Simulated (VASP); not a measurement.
The system is CsI.

```
Cs I
1.0
     4.60808    0.00000    0.00000
     0.00000    4.60808    0.00000
     0.00000    0.00000    4.60808
Cs I
1 1
Cartesian
  0.0000 0.0000 0.0000
  2.3040 2.3040 2.3040
```

Base run:

```yaml
Program: VASP 6.6.1
Functional: r2SCAN
Potentials_or_basis: VASP PAW PBE potentials, release 64 (Cs_sv, I)
Cutoff: 550 eV
k_mesh: 4 × 4 × 4
Occupations: gaussian, width 0.01 eV
Spin: no spin polarisation
```

Its results: band gap on the k mesh 4.50 eV, indirect (least direct gap 4.59 eV); pressure 0.1 GPa.

Q: The run is repeated on the same cell with these changes: functional from r2SCAN to HSE06; cutoff from 550 eV to 400 eV. What comes out?

A: Band gap on the k mesh 4.78 eV, indirect (least direct gap 4.88 eV); pressure 0.2 GPa.

HSE06 gives the wider gap, since exact exchange removes part of the self-interaction.

Caveats: the PAW data sets were made with another functional, which shifts forces and pressure a little; spin-orbit coupling is left out, which moves the levels of the heavy elements.

A k mesh can miss the band edges.
